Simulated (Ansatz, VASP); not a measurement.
## C: VASP beside Ansatz

The input INCAR:

```
SYSTEM = C
ALGO     = Normal         ! electronic algorithm
EDIFF    = 1E-6           ! SCF threshold, eV
ENCUT    = 520            ! plane-wave cutoff, eV
ISIF     = 2              ! what is computed and relaxed
ISMEAR   = 0              ! smearing method
LASPH    = .True.         ! aspherical terms in the spheres
LCHARG   = .False.        ! write CHGCAR
LREAL    = .False.        ! projectors in reciprocal space
LWAVE    = .False.        ! write WAVECAR
NBANDS   = 26             ! bands
NELM     = 100            ! most SCF steps
PREC     = Accurate       ! precision mode
SIGMA    = 0.05           ! smearing width, eV
```

Contents of KPOINTS:

```
k-points
0
Gamma
  12 12 4
  0 0 0
```

POSCAR

```
C
1.0
    2.4606208111      0.0000000000      0.0000000000
   -1.2303104055      2.1309601315      0.0000000000
    0.0000000000      0.0000000000      8.4056584863
C
8
Direct
    0.0000000000      0.0000000000      0.1002408971
    0.0000000000      0.0000000000      0.6002408971
    0.0000000000      0.0000000000      0.3997591029
    0.0000000000      0.0000000000      0.8997591029
    0.3333333333      0.6666666667      0.1498652280
    0.6666666667      0.3333333333      0.6498652280
    0.3333333333      0.6666666667      0.3501347720
    0.6666666667      0.3333333333      0.8501347720
```

Input for Ansatz:

```yaml
crystal:
  lattice:
    - [2.4606208111, 0.0, 0.0]
    - [-1.2303104055, 2.1309601315, 0.0]
    - [0.0, 0.0, 8.4056584863]
  atoms:
    - { symbol: C, position: [0.0, 0.0, 0.1002408971] }
    - { symbol: C, position: [0.0, 0.0, 0.6002408971] }
    - { symbol: C, position: [0.0, 0.0, 0.3997591029] }
    - { symbol: C, position: [0.0, 0.0, 0.8997591029] }
    - { symbol: C, position: [0.3333333333, 0.6666666667, 0.149865228] }
    - { symbol: C, position: [0.6666666667, 0.3333333333, 0.649865228] }
    - { symbol: C, position: [0.3333333333, 0.6666666667, 0.350134772] }
    - { symbol: C, position: [0.6666666667, 0.3333333333, 0.850134772] }
basis:
  ecutwfc: 520.0
kpoints:
  mp_grid: { grid: [12, 12, 4] }
hamiltonian:
  xc: lda
  pseudopotentials: { kind: paw, azcp: { folder: soft_1 } }
scf:
  occupations: { method: gaussian, width: 0.05 }
output:
  forces: true
  stress: true
  eigenvalues: true
```

Change from the starting cell: mode 21 frozen in at +0.060 Å, strain +e along z and -e/2 along x and y +0.0233.

Alike in both runs: task single point; functional LDA; k mesh 12 × 12 × 4; occupations gaussian, width 0.05 eV; no spin polarisation.

```csv
,VASP,Ansatz
version,VASP 6.6.1,Ansatz 0.2.0
potentials or method,"VASP PAW LDA potentials, release 64 (C), cutoff 520 eV","scalar-relativistic, plane waves, PAW"
valence electrons in the cell,32,32
```

VASP gave:

| Item | Value |
| --- | --- |
| gap on the k mesh at the Fermi level (eV) | 1.30 |
| least direct gap on the mesh (eV) | 1.30 |
| pressure (GPa) | 10.1 |
| traceless stress, the component that is largest in VASP (GPa) | -23.77 |
| rms of the force components (eV/Å) | 1.735 |

Estimate Ansatz's values.

gap on the k mesh at the Fermi level (eV): 1.29; least direct gap on the mesh (eV): 1.29; pressure (GPa): 8.4; traceless stress, the component that is largest in VASP (GPa): -23.17; rms of the force components (eV/Å): 1.720.

Ansatz warns that its potentials were made for another functional, while VASP's fit it. LDA's correlation is that of Perdew and Zunger in VASP and of Perdew and Wang (1992) in Ansatz. Atom by atom the forces differ by 0.015 eV/Å (rms over components).
